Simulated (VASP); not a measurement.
# ZnSe (f.bd3) (F-43m) in VASP: a series of runs

The runs below take ZnSe (f.bd3) through single point, relaxation of cell and atoms, with PBE+D3(BJ).

All numbers are computed with VASP 6.6.1; they aren't measurements. Logs are shortened: lines on timing, memory, paths and dates and some standing lists are left out, and cuts for length are marked.

### 1 The cell of the first run

Symmetry: F-43m, No. 216, cubic system. Conventional cell: a = 5.650 Å, b = 5.650 Å, c = 5.650 Å, α = 90.00°, β = 90.00°, γ = 90.00°. Within 3.2 Å of Zn (site symmetry -43m) lie 4 Se at 2.45 Å. Within 3.2 Å of Se (site symmetry -43m) lie 4 Zn at 2.45 Å.

### 2 Single point, PBE+D3(BJ)

Input file INCAR:

```
ALGO = Normal ; EDIFF = 1E-6
ENCUT = 500 ; GGA = PE
GGA_COMPAT = F ; ISIF = 2
ISMEAR = 0 ; IVDW = 12
LASPH = T ; LCHARG = F
LREAL = F ; LWAVE = F
NBANDS = 16 ; NELM = 120
PREC = Accurate ; SIGMA = 0.1
```

Input file KPOINTS:

```
k-points
0
Gamma
  6 6 6
```

Input file POSCAR:

```
ZnSe
1.0
    0.0000000000      2.8250000000      2.8250000000
    2.8250000000      0.0000000000      2.8250000000
    2.8250000000      2.8250000000      0.0000000000
Zn Se
1 1
Direct
    0.0000000000      0.0000000000      0.0000000000
    0.2500000000      0.2500000000      0.2500000000
```

Potentials or basis: VASP PAW PBE potentials, release 64 (Zn, Se).

Launch:

```bash
> cat potpaw_PBE.64/Zn/POTCAR potpaw_PBE.64/Se/POTCAR > POTCAR
> mpirun -np 1 vasp_std > vasp.out
```

OUTCAR:

```text
EDIFF = 1E-6
   ENCUT = 500
   GGA = PE
   ISIF = 2
   ISMEAR = 0
   IVDW = 12
   LASPH = T
   LREAL = F
   NELM = 120
   PREC = Accurate
 IVDW          = 12

 ion  position               nearest neighbor table
   1  0.000  0.000  0.000-   2 2.45   2 2.45   2 2.45   2 2.45
   2  0.250  0.250  0.250-   1 2.45   1 2.45   1 2.45   1 2.45

  LATTYP: Found a face centered cubic cell.
 ALAT       =     5.6500000000

  Lattice vectors:

 A1 = (   0.0000000000,   2.8250000000,   2.8250000000)
 A2 = (   2.8250000000,   0.0000000000,   2.8250000000)
 A3 = (   2.8250000000,   2.8250000000,   0.0000000000)

Analysis of symmetry for initial positions (statically):
=====================================================================
 Subroutine PRICEL returns:
 Original cell was already a primitive cell.

 Routine SETGRP: Setting up the symmetry group for a
 face centered cubic supercell.

 Subroutine GETGRP returns: Found 24 space group operations
 (whereof 24 operations were pure point group operations)
 out of a pool of 48 trial point group operations.

The static configuration has the point symmetry T_d .

Analysis of symmetry for dynamics (positions and initial velocities):
=====================================================================
 Subroutine PRICEL returns:
 Original cell was already a primitive cell.

 Routine SETGRP: Setting up the symmetry group for a
 face centered cubic supercell.

 Subroutine GETGRP returns: Found 24 space group operations
 (whereof 24 operations were pure point group operations)
 out of a pool of 48 trial point group operations.

The dynamic configuration has the point symmetry T_d .

 Subroutine INISYM returns: Found 24 space group operations
 (whereof 24 operations are pure point group operations),
 and found     1 'primitive' translations

----------------------------------------------------------------------------------------

                                     Primitive cell

  volume of cell :      45.0905

  direct lattice vectors                    reciprocal lattice vectors
     0.000000000  2.825000000  2.825000000    -0.176991150  0.176991150  0.176991150
     2.825000000  0.000000000  2.825000000     0.176991150 -0.176991150  0.176991150
     2.825000000  2.825000000  0.000000000     0.176991150  0.176991150 -0.176991150

  length of vectors
[... 72 lines left out ...]
   NELM   =    120;   NELMIN=  2; NELMDL= -5     # of ELM steps
   EDIFF  = 0.1E-05   stopping-criterion for ELM
   LREAL  =      F    real-space projection
   EDIFFG = 0.1E-04   stopping-criterion for IOM
   NSW    =      0    number of steps for IOM
   IBRION =     -1    ionic relax: 0-MD 1-quasi-New 2-CG
   NFREE  =      0    steps in history (QN), initial steepest desc. (CG)
   ISIF   =      2    stress and relaxation
   ISYM   =      2    0-nonsym 1-usesym 2-fastsym
   POTIM  = 0.5000    time-step for ionic-motion
   TEBEG  =    0.0;   TEEND  =   0.0 temperature during run
   PSTRESS=    0.0 pullay stress
   NELECT =      18.0000    total number of electrons
   NUPDOWN=      -1.0000    fix difference up-down
   EMIN   =  10.00;   EMAX   =-10.00  energy-range for DOS
   EFERMI =   0.00;   METHOD = LEGACY
   ISMEAR =     0;   SIGMA  =   0.10  broadening in eV -4-tet -1-fermi 0-gaus
   EFERMI_NEDOS =   21; number of points for ismear=-14 and -15
   IALGO  =     38    algorithm
   IMIX   =      4    mixing-type and parameters
     AMIX     =   0.40;   BMIX     =  1.00
     AMIX_MAG =   1.60;   BMIX_MAG =  1.00
  volume/ion in A,a.u.               =      22.55       152.14
  Fermi-wavevector in a.u.,A,eV,Ry     =   1.205417  2.277907 19.769666  1.453029
  Thomas-Fermi vector in A             =   2.341114
   LORBIT       =      0    0 simple, 1 ext, 2 COOP (PROOUT), +10 PAW based schemes
   GGA     = PE    functional components
   LHFCALC =     F    Hartree Fock is set to
   AEXX    =    0.0000 exact exchange contribution
   IVDW    =    12    specifies the selected vdW correction
   LEPSILON=     F    determine dielectric tensor
   LRPA    =     F    only Hartree local field effects (RPA)
 non-spin polarized calculation
 Gauss-broadening in eV      SIGMA  =   0.10
  energy-cutoff  :      500.00
  volume of cell :       45.09
 maximum number of plane-waves:      1167
 NGX is ok and might be reduce to    30
   NGX = 15   NGY = 15   NGZ = 15

 number of electron      18.0000005 magnetization

 Free energy of the ion-electron system (eV)
  ---------------------------------------------------
  ext. energy  EPLUGINS =         0.00000000
  ---------------------------------------------------
  free energy    TOTEN  =        -6.00772502 eV

  energy without entropy =       -6.00772502  energy(sigma->0) =       -6.00772502

 E-fermi :   2.1266     XC(G=0):  -9.3628

 val. band max:        1.6972398019   @ k =   0.0000   0.0000   0.0000
 cond. band min:       3.0238930104   @ k =   0.0000   0.0000   0.0000
 fundamental gap:      1.3266532085
 Fermi energy:         2.1266080466

 k-point     1 :       0.0000    0.0000    0.0000
  band No.  band energies     occupation
      1     -11.6218      2.00000
      2      -4.8866      2.00000
      3      -4.8866      2.00000
      4      -4.8866      2.00000
      5      -4.5086      2.00000
      6      -4.5086      2.00000
[... 281 lines left out ...]
      3      -4.6650      2.00000
      4      -4.5916      2.00000
      5      -4.4941      2.00000
      6      -4.2312      2.00000
[... 8 lines left out ...]
     15      15.5036      0.00000
     16      15.9279      0.00000

------------------------ aborting loop because EDIFF is reached ----------------------------------------

 Edisp (eV)   -0.65125

 E8    (eV) :    -0.2724

  FORCE on cell =-STRESS in cart. coord.  units (eV):
  Direction    XX          YY          ZZ          XY          YZ          ZX
  --------------------------------------------------------------------------------------
  -------------------------------------------------------------------------------------
  Total       0.12353     0.12353     0.12353     0.00000     0.00000     0.00000
  in kB       4.38938     4.38938     4.38938     0.00000     0.00000     0.00000
  external pressure =        4.39 kB  Pullay stress =        0.00 kB

 VOLUME and BASIS-vectors are now :
 -----------------------------------------------------------------------------
  energy-cutoff  :      500.00
  volume of cell :       45.09
      direct lattice vectors                 reciprocal lattice vectors
     0.000000000  2.825000000  2.825000000    -0.176991150  0.176991150  0.176991150
     2.825000000  0.000000000  2.825000000     0.176991150 -0.176991150  0.176991150
     2.825000000  2.825000000  0.000000000     0.176991150  0.176991150 -0.176991150

 POSITION                                       TOTAL-FORCE (eV/Angst)
 -----------------------------------------------------------------------------------
      0.00000      0.00000      0.00000         0.000000      0.000000     -0.000000
      1.41250      1.41250      1.41250        -0.000000     -0.000000      0.000000
 -----------------------------------------------------------------------------------
    total drift:                               -0.000000     -0.000000     -0.000000

  FREE ENERGIE OF THE ION-ELECTRON SYSTEM (eV)
  ---------------------------------------------------
  free  energy   TOTEN  =        -6.6589785442 eV

  energy  without entropy=       -6.6589785442  energy(sigma->0) =       -6.65897854
```

Run time: 14 s. Hardware: 1 thread of Intel Xeon Platinum 8488C (Sapphire Rapids), shared host; peak memory 0.17 GiB.

What came out:

```
Free energy                : -6.6590 eV
Pressure                   : 0.4 GPa
Band gap on the k mesh     : 1.33 eV, direct
Dispersion energy per atom : -0.326 eV
```

Levels at points of the mesh, in eV from the valence-band top:
```
           k point  band 7  band 8  band 9  band 10  band 11  band 12
(0.00, 0.00, 0.00)    0.00    0.00    0.00     1.33     5.79     5.79
(0.50, 0.00, 0.00)   -5.29   -0.88   -0.88     2.56     6.38     6.38
(0.50, 0.50, 0.00)   -4.80   -2.22   -2.22     2.96     3.46    10.81
```

### 3 Single point, PBE+D3(BJ)

This run uses another cell than the first one, of 22.61 Å³/atom, 1.003 times its volume.

Input file INCAR:

```
SYSTEM = ZnSe
PREC = Accurate
ENCUT = 500
EDIFF = 1E-6
ISMEAR = 0
SIGMA = 0.02
LREAL = .FALSE.
LASPH = .TRUE.
NELM = 120
ALGO = Normal
ISIF = 2
LWAVE = .FALSE.
LCHARG = .FALSE.
GGA = PE
IVDW = 12
NBANDS = 16
GGA_COMPAT = .FALSE.
```

Input file KPOINTS:

```
regular mesh
0
G
  8 8 8
  0 0 0
```

Input file POSCAR:

```
ZnSe
1.0
    0.0000000000      2.8275107853      2.8275107853
    2.8275107853      0.0000000000      2.8275107853
    2.8275107853      2.8275107853      0.0000000000
Zn Se
1 1
Direct
    0.0000000000      0.0000000000      0.0000000000
    0.2500000000      0.2500000000      0.2500000000
```

Potentials or basis: VASP PAW PBE potentials, release 64 (Zn, Se).

Launch:

```bash
> cat potpaw_PBE.64/Zn/POTCAR potpaw_PBE.64/Se/POTCAR > POTCAR
> mpirun -np 1 vasp_std > vasp.out
```

Wall time 21 s (1 thread of Intel Xeon Platinum 8488C (Sapphire Rapids), shared host); peak memory 0.18 GiB.

Results (log left out):

```
Free energy                : -6.6645 eV
Pressure                   : 0.2 GPa
Band gap on the k mesh     : 1.32 eV, direct
Dispersion energy per atom : -0.325 eV
```

Levels at points of the mesh, in eV from the valence-band top:
```
           k point  band 5  band 6  band 7  band 8  band 9  band 10  band 11  band 12  band 13  band 14
(0.00, 0.00, 0.00)   -6.19   -6.19    0.00    0.00    0.00     1.32     5.80     5.80     5.80     9.95
(0.50, 0.00, 0.00)   -6.18   -6.03   -5.27   -0.88   -0.88     2.55     6.38     6.38     8.60    11.01
(0.50, 0.50, 0.00)   -6.15   -6.01   -4.78   -2.21   -2.21     2.97     3.46    10.79    11.29    11.29
```

A hybrid or GW would open this gap; PBE tends to underestimate it.

### 4 Relaxation of cell and atoms, PBE+D3(BJ)

Input file INCAR:

```
PREC = Accurate ; ENCUT = 500
EDIFF = 1E-7 ; ISMEAR = 0
SIGMA = 0.02 ; LREAL = F
LASPH = T ; NELM = 120
ALGO = Normal ; ISIF = 3
LWAVE = F ; LCHARG = F
GGA = PE ; IVDW = 12
IBRION = 2 ; NSW = 100
EDIFFG = -0.002 ; GGA_COMPAT = F
NELMIN = 4
```

Input file KPOINTS:

```
regular mesh
0
Gamma
  8 8 8
```

Input file POSCAR:

```
ZnSe
1.0
    0.0000000000      2.8250000000      2.8250000000
    2.8250000000      0.0000000000      2.8250000000
    2.8250000000      2.8250000000      0.0000000000
Zn Se
1 1
Direct
    0.0000000000      0.0000000000      0.0000000000
    0.2500000000      0.2500000000      0.2500000000
```

Launch:

```bash
> cat potpaw_PBE.64/Zn/POTCAR potpaw_PBE.64/Se/POTCAR > POTCAR
> mpirun -np 1 vasp_std > vasp.out
```

Wall time 34 s (1 thread of Intel Xeon Platinum 8488C (Sapphire Rapids), shared host); peak memory 0.19 GiB.

It converged, with:

| Quantity | Value |
| --- | --- |
| Free energy | -6.6646 eV |
| Relaxed volume | 22.69 Å³/atom |
| Relaxed cell | a = 4.004 Å, b = 4.004 Å, c = 4.004 Å, α = 60.00°, β = 60.00°, γ = 60.00° |
| Space group after relaxing (to 0.05 Å) | F-43m (No. 216) |
| Energy gained by relaxing | 0.2 meV/atom |
| Ionic steps | 3 |
| Pressure after relaxing | 0.0 GPa |
| Band gap on the k mesh | 1.30 eV, direct |
| Dispersion energy per atom | -0.323 eV |

Step by step:
```tsv
step	energy change (eV)	largest force (eV/Å)	pressure (GPa)	volume (Å³)
1	0.0000	0.0000	0.42	45.09
2	-0.0003	0.0000	-0.14	45.48
3	-0.0004	0.0000	0.01	45.37
```

Final structure:
```
CELL_PARAMETERS angstrom
0.00000 2.83092 2.83092
2.83092 0.00000 2.83092
2.83092 2.83092 0.00000
ATOMIC_POSITIONS crystal
Zn 0.00000 0.00000 0.00000
Se 0.25000 0.25000 0.25000
```

Levels at points of the mesh, in eV from the valence-band top:
```csv
k point,band 7,band 8,band 9,band 10,band 11,band 12
"(0.00, 0.00, 0.00)",0.00,0.00,0.00,1.30,5.80,5.80
"(0.50, 0.00, 0.00)",-5.25,-0.87,-0.87,2.55,6.38,6.38
"(0.50, 0.50, 0.00)",-4.77,-2.20,-2.20,2.98,3.46,10.76
```

### 5 Summary

```csv
task,cell,k mesh,smearing,gap on the mesh (eV),pressure (GPa)
single point,"a = 3.995 Å, angles 60.0°, 2 atoms",6 × 6 × 6,gaussian 0.1 eV,1.33,0.4
single point,"a = 3.999 Å, angles 60.0°, 2 atoms",8 × 8 × 8,gaussian 0.02 eV,1.32,0.2
relaxation of cell and atoms,"relaxed from a = 3.995 Å, angles 60.0°, 2 atoms",8 × 8 × 8,gaussian 0.02 eV,1.30,0.0
```

Alike in all rows: level PBE+D3(BJ); potentials or basis VASP PAW PBE potentials, release 64 (Zn, Se); no spin polarisation; cutoff (eV) 500.

Total energies depend on the potentials used, so only differences within one code and one set of settings carry meaning.
